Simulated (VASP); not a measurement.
A run of VASP 6.6.1 is set up as follows.

Contents of INCAR:

```
SYSTEM = SnTe
  PREC = Accurate
  ENCUT = 600
  EDIFF = 1E-6
  ISMEAR = -1
  SIGMA = 0.05
  LREAL = .False.
  LASPH = .True.
  NELM = 100
  ALGO = Normal
  ISIF = 3
  LWAVE = .False.
  LCHARG = .False.
  GGA = B5
  ALDAX = 1.0
  AGGAX = 1.0
  AGGAC = 1.0
  ALDAC = 0.0
  IVDW = 13
  VDW_S6 = 1.0
  VDW_S8 = 2.34076671
  VDW_A1 = 0.44488865
  VDW_A2 = 4.0933009
  IBRION = 2
  NSW = 60
  EDIFFG = -0.01
```

KPOINTS

```
regular mesh
0
Gamma
  7 7 7
  0 0 0
```

The input POSCAR:

```
SnTe
1.0
    0.0000000000      3.1508500000      3.1508500000
    3.1508500000      0.0000000000      3.1508500000
    3.1508500000      3.1508500000      0.0000000000
Te Sn
1 1
Direct
    0.5000000000      0.5000000000      0.5000000000
    0.0000000000      0.0000000000      0.0000000000
```

Potentials or basis: VASP PAW PBE potentials, release 64 (Te, Sn_d).

The run is started by

```sh
$ cat potpaw_PBE.64/Te/POTCAR potpaw_PBE.64/Sn_d/POTCAR > POTCAR
$ mpirun -np 1 vasp_std > vasp.out
```

(1) Estimate the relaxed cell.

(2) Predict the space group after relaxing (to 0.05 Å).

(3) What does it give for the dispersion energy per atom?

(4) Predict the relaxed volume.

## Answers

(1) a = 4.523 Å, b = 4.523 Å, c = 4.523 Å, α = 60.00°, β = 60.00°, γ = 60.00°.

(2) Fm-3m (No. 225).

(3) -0.792 eV.

(4) 32.71 Å³/atom.

Caveat: the PAW data sets were made with another functional, which shifts forces and pressure a little.
